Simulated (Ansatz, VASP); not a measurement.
# AlH4 in VASP and in Ansatz

```
Al H
1.0
    -2.07526    2.07526    2.07526
     2.07526   -2.07526    2.07526
     2.07526    2.07526   -2.07526
Al H
1 4
Direct
  0.00000 0.00000 0.00000
  0.00000 0.00000 0.50000
  0.00000 0.50000 0.00000
  0.50000 0.00000 0.00000
  0.50000 0.50000 0.50000
```

Change from the starting cell: species swapped into the MnGa4 type (Im-3m, No. 229).

Alike in both runs: task relaxation of cell and atoms; functional PBE; k mesh 12 × 12 × 12; occupations gaussian, width 0.1 eV; no spin polarisation.

|  | VASP | Ansatz |
| --- | --- | --- |
| version | VASP 6.6.1 | Ansatz 0.2.0 |
| potentials or method | VASP PAW PBE potentials, release 64 (Al, H), cutoff 600 eV | scalar-relativistic, plane waves, PAW |
| valence electrons in the cell | 7 | 7 |

```csv
,VASP,Ansatz,Ansatz less VASP
"gap on the k mesh at the Fermi level, each at its own relaxed structure (eV)",none,none,-
relaxed volume (Å³/atom),7.15,7.17,+0.017
relaxed cell length with the largest relative difference (Å),3.594,3.597,+0.0028
```

A gap of «none» marks a metal or a gap that the smearing closes.

Noted on VASP's run: the relaxation stopped at its first step, so nothing moved.
